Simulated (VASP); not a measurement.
Wanted: the native input for a VASP 6.6.1 run.

| Item | Value |
| --- | --- |
| Task | single point |
| Functional | PBE |
| Potentials or basis | VASP PAW PBE potentials, release 64 (K_sv) |
| Cutoff | 520 eV |
| k mesh | 8 × 8 × 8 |
| Occupations | fermi-dirac, width 0.1 eV |
| Spin | no spin polarisation |
| Dipole correction | no |
| Further INCAR settings | ALGO = Normal; EDIFF = 1e-07; NBANDS = 16 |

The structure of K lies in POSCAR:

```
K
1.0
    0.0000000000      4.3854549529      4.3854549529
    4.3854549529      0.0000000000      4.3854549529
    4.3854549529      4.3854549529      0.0000000000
K
2
Direct
   -0.1250000000     -0.1250000000     -0.1250000000
    0.1250000000      0.1250000000      0.1250000000
```

This isn't the form of K at room conditions, which is bcc.

One way to write it, as run:

INCAR

```
PREC = Accurate
ENCUT = 520
EDIFF = 1E-7
ISMEAR = -1
SIGMA = 0.1
LREAL = False
LASPH = True
NELM = 80
ALGO = Normal
ISIF = 2
LWAVE = False
LCHARG = False
GGA = PE
NBANDS = 16
```

KPOINTS

```
regular mesh
0
Gamma
  8 8 8
```

Potentials or basis: VASP PAW PBE potentials, release 64 (K_sv).

Run with:

```console
$ cat potpaw_PBE.64/K_sv/POTCAR > POTCAR
$ mpirun -np 1 vasp_std > vasp.out
```

It gave:

- Pressure: 0.5 GPa
- Band gap on the k mesh: zero (bands 9 and 10 overlap by 0.68 eV)

Run time: 66 s on 1 thread of AMD EPYC 9R45 96-Core Processor (Zen 5) (shared host), peak memory 0.29 GiB.
